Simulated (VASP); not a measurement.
# Ho2O (Cm) in VASP: relaxation of cell and atoms with PBE

Aim: the relaxation of cell and atoms of Ho2O with PBE.

Everything below comes from runs of VASP 6.6.1. Logs are shortened: lines on timing, memory, paths and dates and some standing lists are left out, and cuts for length are marked.

### Step 1. The cell of the first run

The structure is monoclinic, space group Cm (No. 8). Conventional cell: a = 5.641 Å, b = 4.540 Å, c = 5.669 Å, α = 90.00°, β = 109.59°, γ = 90.00°. Ho (site symmetry m) has 4 O at 2.34 to 2.97 Å and 3 Ho at 2.81 to 3.00 Å within 3.1 Å. Within 3.3 Å of Ho (site symmetry m) lie 2 O at 2.51 to 3.16 Å and 3 Ho at 2.81 to 3.00 Å. O (site symmetry m) has 6 Ho at 2.34 to 3.16 Å within 3.2 Å.

The cell was generated, and may not be a known phase.

### Step 2. Relaxation of cell and atoms, PBE

The input, INCAR:

```
SYSTEM = Ho2O
ALGO = Normal
EDIFF = 1E-7
EDIFFG = -0.08
ENCUT = 600
GGA = PE
GGA_COMPAT = .FALSE.
IBRION = 2
ISIF = 3
ISMEAR = 0
LASPH = .TRUE.
LCHARG = .FALSE.
LMAXMIX = 6
LREAL = .FALSE.
LWAVE = .FALSE.
NELM = 200
NELMIN = 4
NSW = 36
PREC = Accurate
SIGMA = 0.2
```

The input, KPOINTS:

```
k-points
0
G
  6 6 4
  0 0 0
```

The input, POSCAR:

```
Ho2O
1.0
    2.8203458900     -2.2702096200      0.0000000000
    2.8203458900      2.2702096200      0.0000000000
   -1.9008200800      0.0000000000      5.3409653800
Ho O
2 1
Direct
    0.6513397000      0.6513397000      0.2176675900
    0.1447102100      0.1447102100      0.5618953700
    0.1337394200      0.1337394200      0.1155988600
```

Potentials or basis: VASP PAW PBE potentials, release 64 (Ho_3, O), 4f in core.

Run with:

```
$ cat potpaw_PBE.64/Ho_3/POTCAR potpaw_PBE.64/O/POTCAR > POTCAR
$ mpirun -np 1 vasp_std > vasp.out
```

OUTCAR:

```text
SYSTEM = Ho2O
   EDIFF = 1E-7
   EDIFFG = -0.08
   ENCUT = 600
   GGA = PE
   IBRION = 2
   ISIF = 3
   ISMEAR = 0
   LASPH = .TRUE.
   LREAL = .FALSE.
   NELM = 200
   NELMIN = 4
   NSW = 36
   PREC = Accurate

 ion  position               nearest neighbor table
   1  0.651  0.651  0.218-   3 2.34   3 2.34   3 2.78   2 2.81   2 3.00   2 3.00
   2  0.145  0.145  0.562-   3 2.51   1 2.81   1 3.00   1 3.00
   3  0.134  0.134  0.116-   1 2.34   1 2.34   2 2.51   1 2.78

  LATTYP: Found a base centered monoclinic cell.
 ALAT       =     5.6406917800
 B/A-ratio  =     0.8049401416
 C/A-ratio  =     1.0050415130
 COS(beta)  =    -0.3352931192

  Lattice vectors:

 A1 = (   2.8203458900,  -2.2702096200,   0.0000000000)
 A2 = (   2.8203458900,   2.2702096200,   0.0000000000)
 A3 = (  -1.9008200800,   0.0000000000,   5.3409653800)

Analysis of symmetry for initial positions (statically):
=====================================================================
 Subroutine PRICEL returns:
 Original cell was already a primitive cell.

 Routine SETGRP: Setting up the symmetry group for a
 base centered monoclinic supercell.

 Subroutine GETGRP returns: Found  2 space group operations
 (whereof  2 operations were pure point group operations)
 out of a pool of  4 trial point group operations.

The static configuration has the point symmetry C_1h.

Analysis of symmetry for dynamics (positions and initial velocities):
=====================================================================
 Subroutine PRICEL returns:
 Original cell was already a primitive cell.

 Routine SETGRP: Setting up the symmetry group for a
 base centered monoclinic supercell.

 Subroutine GETGRP returns: Found  2 space group operations
 (whereof  2 operations were pure point group operations)
 out of a pool of  4 trial point group operations.

The dynamic configuration has the point symmetry C_1h.

 Subroutine INISYM returns: Found  2 space group operations
 (whereof  2 operations are pure point group operations),
 and found     1 'primitive' translations

----------------------------------------------------------------------------------------

                                     Primitive cell

  volume of cell :      68.3940

  direct lattice vectors                    reciprocal lattice vectors
     2.820345890 -2.270209620  0.000000000     0.177283220 -0.220243979  0.063094119
     2.820345890  2.270209620  0.000000000     0.177283220  0.220243979  0.063094119
    -1.900820080  0.000000000  5.340965380     0.000000000  0.000000000  0.187232069

  length of vectors
     3.620525191  3.620525191  5.669129401     0.289685378  0.289685378  0.187232069

  position of ions in fractional coordinates (direct lattice)
     0.651339700  0.651339700  0.217667590
     0.144710210  0.144710210  0.561895370
     0.133739420  0.133739420  0.115598860

  ion indices of the primitive-cell ions
   primitive index   ion index
                 1           1
                 2           2
                 3           3

----------------------------------------------------------------------------------------

 KPOINTS: k-points

Automatic generation of k-mesh.
 Grid dimensions read from file:
 generate k-points for:    6    6    4

 Generating k-lattice:

  Cartesian coordinates                     Fractional coordinates (reciprocal lattice)
     0.029547203 -0.036707330  0.010515686     0.166666667  0.000000000 -0.000000000
     0.029547203  0.036707330  0.010515686     0.000000000  0.166666667 -0.000000000
     0.000000000  0.000000000  0.046808017     0.000000000  0.000000000  0.250000000

  Length of vectors
     0.048280896  0.048280896  0.046808017

  Shift w.r.t. Gamma in fractional coordinates (k-lattice)
     0.000000000  0.000000000  0.000000000

 Subroutine IBZKPT returns following result:
 ===========================================

 Found     47 irreducible k-points:

 Following reciprocal coordinates:
            Coordinates               Weight
  0.000000  0.000000  0.000000      1.000000
  0.166667  0.000000  0.000000      4.000000
  0.333333 -0.000000  0.000000      4.000000
  0.500000 -0.000000  0.000000      2.000000
  0.166667  0.166667  0.000000      2.000000
  0.333333  0.166667  0.000000      4.000000
[... 16 lines left out ...]
 -0.333333  0.166667  0.250000      4.000000
 -0.166667  0.166667  0.250000      4.000000
 [... further k-points ...]
   k-points           NKPTS =     47   k-points in BZ     NKDIM =     47   number of bands    NBANDS=     16
   number of dos      NEDOS =    301   number of ions     NIONS =      3
   total plane-waves  NPLWV =  43200
   dimension x,y,z NGX =    30 NGY =   30 NGZ =   48
   dimension x,y,z NGXF=    60 NGYF=   60 NGZF=   96
   ions per type =               2   1
   NGX,Y,Z   is equivalent  to a cutoff of  13.78, 13.78, 14.08 a.u.
   NGXF,Y,Z  is equivalent  to a cutoff of  27.55, 27.55, 28.15 a.u.
 SYSTEM =  Ho2O
   PREC   = accura    normal or accurate (medium, high low for compatibility)
   ISTART =      0    job   : 0-new  1-cont  2-samecut
   ICHARG =      2    charge: 1-file 2-atom 10-const
   ISPIN  =      1    spin polarized calculation?
   LNONCOLLINEAR =      F non collinear calculations
   LSORBIT =      F    spin-orbit coupling
   LASPH  =      T    aspherical Exc in radial PAW
   ENCUT  =  600.0 eV  44.10 Ry    6.64 a.u.   7.23  7.23 11.32*2*pi/ulx,y,z
   NELM   =    200;   NELMIN=  4; NELMDL= -5     # of ELM steps
   EDIFF  = 0.1E-06   stopping-criterion for ELM
   LREAL  =      F    real-space projection
   EDIFFG = -.8E-01   stopping-criterion for IOM
   NSW    =     36    number of steps for IOM
   IBRION =      2    ionic relax: 0-MD 1-quasi-New 2-CG
   NFREE  =      1    steps in history (QN), initial steepest desc. (CG)
   ISIF   =      3    stress and relaxation
   ISYM   =      2    0-nonsym 1-usesym 2-fastsym
   POTIM  = 0.5000    time-step for ionic-motion
   TEBEG  =    0.0;   TEEND  =   0.0 temperature during run
   PSTRESS=    0.0 pullay stress
   NELECT =      24.0000    total number of electrons
   NUPDOWN=      -1.0000    fix difference up-down
   EMIN   =  10.00;   EMAX   =-10.00  energy-range for DOS
   EFERMI =   0.00;   METHOD = LEGACY
   ISMEAR =     0;   SIGMA  =   0.20  broadening in eV -4-tet -1-fermi 0-gaus
   EFERMI_NEDOS =   21; number of points for ismear=-14 and -15
   IALGO  =     38    algorithm
   IMIX   =      4    mixing-type and parameters
     AMIX     =   0.40;   BMIX     =  1.00
     AMIX_MAG =   1.60;   BMIX_MAG =  1.00
  volume/ion in A,a.u.               =      22.80       153.85
  Fermi-wavevector in a.u.,A,eV,Ry     =   1.154709  2.182084 18.141367  1.333353
  Thomas-Fermi vector in A             =   2.291343
   LORBIT       =      0    0 simple, 1 ext, 2 COOP (PROOUT), +10 PAW based schemes
   GGA     = PE    functional components
   LHFCALC =     F    Hartree Fock is set to
   AEXX    =    0.0000 exact exchange contribution
   IVDW    =     0    specifies the selected vdW correction
   LEPSILON=     F    determine dielectric tensor
   LRPA    =     F    only Hartree local field effects (RPA)
 conjugate gradient relaxation of ions
 non-spin polarized calculation
 Gauss-broadening in eV      SIGMA  =   0.20
  energy-cutoff  :      600.00
  volume of cell :       68.39
 maximum number of plane-waves:      2295
 NGX is ok and might be reduce to    30
   NGX = 15   NGY = 15   NGZ = 23

--------------------------------------- Ionic step        1  -------------------------------------------

 number of electron      23.9999999 magnetization

 Free energy of the ion-electron system (eV)
  ---------------------------------------------------
  ext. energy  EPLUGINS =         0.00000000
  ---------------------------------------------------
  free energy    TOTEN  =       -16.74566757 eV

  energy without entropy =      -16.66766000  energy(sigma->0) =      -16.70666379

 E-fermi :   3.3710     XC(G=0):  -9.8874

 val. band max:        3.3628797454   @ k =   0.5000   0.3333   0.0000
 cond. band min:       3.3932602885   @ k =  -0.3333  -0.3333   0.2500
 fundamental gap:      0.0303805431
 Fermi energy:         3.3709741867

 k-point     1 :       0.0000    0.0000    0.0000
  band No.  band energies     occupation
      1     -21.5401      2.00000
      2     -21.0329      2.00000
      3     -20.9133      2.00000
      4     -20.7352      2.00000
      5     -20.4703      2.00000
      6     -20.2737      2.00000
[... 8 lines left out ...]
     15       5.1712      0.00000
     16       5.5181      0.00000
[... 420 lines left out ...]
  band No.  band energies     occupation
      1     -21.5887      2.00000
      2     -21.2736      2.00000
      3     -21.0971      2.00000
      4     -20.5743      2.00000
      5     -20.5296      2.00000
      6     -20.2831      2.00000
[... 8 lines left out ...]
     15       4.9297      0.00000
     16       5.8041      0.00000

 [... further k-points ...]

------------------------ aborting loop because EDIFF is reached ----------------------------------------

  FORCE on cell =-STRESS in cart. coord.  units (eV):
  Direction    XX          YY          ZZ          XY          YZ          ZX
  --------------------------------------------------------------------------------------
  -------------------------------------------------------------------------------------
  Total       -2.1778966      0.1731741      1.2725392      0.0000000      0.0000000      6.1205764
  in kB      -51.0187416      4.0567249     29.8101165      0.0000000      0.0000000    143.3787586
  external PRESSURE =      -5.7173001 kB  Pullay stress =       0.0000000 kB
[... 92 lines left out ...]
  FREE ENERGIE OF THE ION-ELECTRON SYSTEM (eV)
  ---------------------------------------------------
  free  energy   TOTEN  =       -18.8279640830 eV

  energy  without entropy=      -18.7535530850  energy(sigma->0) =      -18.79075858

[... ionic steps 4 to 12 ...]

--------------------------------------- Ionic step       13  -------------------------------------------

 number of electron      24.0000003 magnetization

------------------------ aborting loop because EDIFF is reached ----------------------------------------

  FORCE on cell =-STRESS in cart. coord.  units (eV):
  Direction    XX          YY          ZZ          XY          YZ          ZX
  --------------------------------------------------------------------------------------
  -------------------------------------------------------------------------------------
  Total        0.0123193      0.1259740     -0.1119004      0.0000000      0.0000000     -0.0995162
  in kB        0.3422510      3.4997743     -3.1087846      0.0000000      0.0000000     -2.7647308
  external PRESSURE =       0.2444136 kB  Pullay stress =       0.0000000 kB
[... 59 lines left out ...]
  energy  without entropy=      -19.4136501524  energy(sigma->0) =      -19.44864583

--------------------------------------- Ionic step       15  -------------------------------------------

 number of electron      24.0000002 magnetization

 Free energy of the ion-electron system (eV)
  ---------------------------------------------------
  ext. energy  EPLUGINS =         0.00000000
  ---------------------------------------------------
  free energy    TOTEN  =       -19.48507928 eV

  energy without entropy =      -19.41431074  energy(sigma->0) =      -19.44969501

 E-fermi :   4.5656     XC(G=0): -10.8627

 val. band max:        4.5605917761   @ k =   0.1667   0.1667   0.5000
 cond. band min:       4.6024408851   @ k =   0.5000   0.1667   0.2500
 fundamental gap:      0.0418491090
 Fermi energy:         4.5655502922

 k-point     1 :       0.0000    0.0000    0.0000
  band No.  band energies     occupation
      1     -19.7967      2.00000
      2     -19.3644      2.00000
      3     -19.3634      2.00000
      4     -18.9992      2.00000
      5     -18.9413      2.00000
      6     -18.9408      2.00000
[... 8 lines left out ...]
     15       6.4175      0.00000
     16       6.6959      0.00000
[... 420 lines left out ...]
  band No.  band energies     occupation
      1     -19.8380      2.00000
      2     -19.5079      2.00000
      3     -19.4733      2.00000
      4     -19.1853      2.00000
      5     -19.0684      2.00000
      6     -19.0094      2.00000
[... 8 lines left out ...]
     15       7.0422      0.00000
     16       7.1580      0.00000

 [... further k-points ...]

------------------------ aborting loop because EDIFF is reached ----------------------------------------

  FORCE on cell =-STRESS in cart. coord.  units (eV):
  Direction    XX          YY          ZZ          XY          YZ          ZX
  --------------------------------------------------------------------------------------
  -------------------------------------------------------------------------------------
  Total        0.0554187      0.0807660     -0.0468477      0.0000000      0.0000000      0.1129586
  in kB        1.5430707      2.2488359     -1.3044201      0.0000000      0.0000000      3.1452028
  external PRESSURE =       0.8291622 kB  Pullay stress =       0.0000000 kB
[... 18 lines left out ...]
  FREE ENERGIE OF THE ION-ELECTRON SYSTEM (eV)
  ---------------------------------------------------
  free  energy   TOTEN  =       -19.4850792822 eV

  energy  without entropy=      -19.4143107373  energy(sigma->0) =      -19.44969501

 reached required accuracy - stopping structural energy minimisation
```

Wall time 16 min (1 thread of Intel Xeon Platinum 8259CL at 2.50GHz (Skylake/Cascade Lake), shared host); peak memory 0.26 GiB.

What came out:

```yaml
Free_energy: -19.4851 eV
Relaxed_volume: 19.18 Å³/atom
Relaxed_cell: a = 3.391 Å, b = 3.391 Å, c = 5.004 Å, α = 90.23°, β = 90.23°, γ = 89.96°
Space_group_after_relaxing_to_0.1_Å: P4/mmm (No. 123)
Energy_gained_by_relaxing: 913.1 meV/atom
Ionic_steps: 15
Pressure_after_relaxing: 0.1 GPa
Largest_force_after_relaxing: 0.053 eV/Å
Band_gap_on_the_k_mesh: zero (bands 12 and 13 overlap by 1.73 eV)
```

Forces in eV/Å, atoms in the order of the input:
```
Ho  -0.020  0.000  0.028
Ho   0.006  0.000  0.023
O    0.014  0.000 -0.051
```

The path:
```tsv
step	energy change (eV)	largest force (eV/Å)	pressure (GPa)	volume (Å³)
1	0.0000	4.1935	-0.57	68.39
2	-1.8502	1.7103	-3.96	66.87
3	-2.0823	1.3830	-4.13	65.95
4	-2.0604	1.8675	-2.91	63.51
5	-2.1433	1.4875	-3.85	65.00
6	-2.4541	1.1749	1.02	59.44
7	-2.4957	0.9688	4.94	56.57
8	-2.6413	0.9010	0.50	58.09
9	-2.6414	0.9179	0.36	58.16
10	-2.6968	0.5547	-0.88	58.63
11	-2.7227	0.1240	-2.11	59.24
12	-2.7281	0.2052	1.79	56.52
13	-2.7357	0.1198	0.02	57.67
14	-2.7380	0.0908	0.01	57.61
15	-2.7394	0.0531	0.08	57.54
```

Final structure:
```
CELL_PARAMETERS angstrom
2.36408 -2.39706 0.40652
2.36408 2.39706 0.40652
-0.87601 0.00000 4.92642
ATOMIC_POSITIONS crystal
Ho 0.64363 0.64363 0.12995
Ho 0.14296 0.14296 0.63061
O 0.14320 0.14320 0.13461
```

Caveat: the volume moved by over 15 % at a fixed basis, so the end points are rough; spin-orbit coupling is left out, which moves the levels of the heavy elements; the 4f electrons are frozen in the core, so they carry no moment and show no levels; the run has no spin polarisation, though such a crystal can be magnetic; the relaxation stopped at a loose force limit of 0.08 eV/Å, so its end isn't a converged minimum. Spin polarisation is off, so any magnetic state and its effect on volume and gap are missing.

The gap in the log of VASP goes by the Fermi energy; the results here count the filled bands.